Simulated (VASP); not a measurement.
Crystal: TaBi (rocksalt type).

```
Ta Bi
1.0
     0.00000    2.97001    2.97001
     2.97001    0.00000    2.97001
     2.97001    2.97001    0.00000
Ta Bi
1 1
Direct
  0.00000 0.00000 0.00000
  0.50000 0.50000 0.50000
```

- Program: VASP 6.6.1
- Task: relaxation of cell and atoms
- Functional: LDA
- Potentials or basis: VASP PAW LDA potentials, release 64 (Ta_pv, Bi_d)
- Cutoff: 600 eV
- k mesh: 11 × 11 × 11
- Occupations: fermi-dirac, width 0.08 eV
- Spin: no spin polarisation

At the start: pressure -10.5 GPa; volume 26.20 Å³/atom.

Task: How do energy, volume and symmetry change on relaxing?

Result: Over 7 steps the energy falls by 109.1 meV/atom and the volume is 23.23 Å³/atom (-11.3 %); space group Fm-3m (No. 225, to 0.05 Å).

The path:
| step | energy change (eV) | largest force (eV/Å) | pressure (GPa) | volume (Å³) |
| --- | --- | --- | --- | --- |
| 1 | 0.0000 | 0.0000 | -10.47 | 52.40 |
| 2 | 0.1480 | 0.0000 | 22.26 | 40.45 |
| 3 | -0.2180 | 0.0000 | -0.43 | 46.63 |
| 4 | -0.2182 | 0.0000 | -0.08 | 46.49 |
| 5 | -0.2182 | 0.0000 | 0.20 | 46.38 |
| 6 | -0.2182 | 0.0000 | -0.24 | 46.56 |
| 7 | -0.2183 | 0.0000 | -0.01 | 46.46 |

Final structure:
```cif
data_structure
_symmetry_space_group_name_H-M 'P 1'
_symmetry_Int_Tables_number 1
_cell_length_a 4.0352
_cell_length_b 4.0352
_cell_length_c 4.0352
_cell_angle_alpha 60.000
_cell_angle_beta 60.000
_cell_angle_gamma 60.000
_cell_volume 46.46
loop_
_atom_site_label
_atom_site_type_symbol
_atom_site_fract_x
_atom_site_fract_y
_atom_site_fract_z
_atom_site_occupancy
Ta1 Ta 0.00000 0.00000 0.00000 1
Bi1 Bi 0.50000 0.50000 0.50000 1
```
